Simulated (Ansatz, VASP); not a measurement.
**Two plane-wave programs on LiF**

```xyz
2
Lattice="0.0000 2.0135 2.0135 2.0135 0.0000 2.0135 2.0135 2.0135 0.0000" Properties=species:S:1:pos:R:3 pbc="T T T"
Li    2.0135    2.0135    2.0135
F     0.0000    0.0000    0.0000
```

Alike in both runs: task single point; functional PBE; k mesh 10 × 10 × 10; occupations gaussian, width 0.02 eV; no spin polarisation.

|  | VASP | Ansatz |
| --- | --- | --- |
| version | VASP 6.6.1 | Ansatz 0.2.0 |
| potentials or method | VASP PAW PBE potentials, release 64 (Li_sv, F), cutoff 520 eV | scalar-relativistic, plane waves, PAW |
| valence electrons in the cell | 10 | 10 |

VASP gave:

* gap on the k mesh at the Fermi level (eV): 9.09
* least direct gap on the mesh (eV): 9.09

Task: Which values does Ansatz return?

Result: gap on the k mesh at the Fermi level (eV): 9.10; least direct gap on the mesh (eV): 9.10.

The functional is the same, so the differences come from potentials, cutoffs and numerics.

Noted on VASP's run: the cutoff is short for stress, so the pressure is rough.
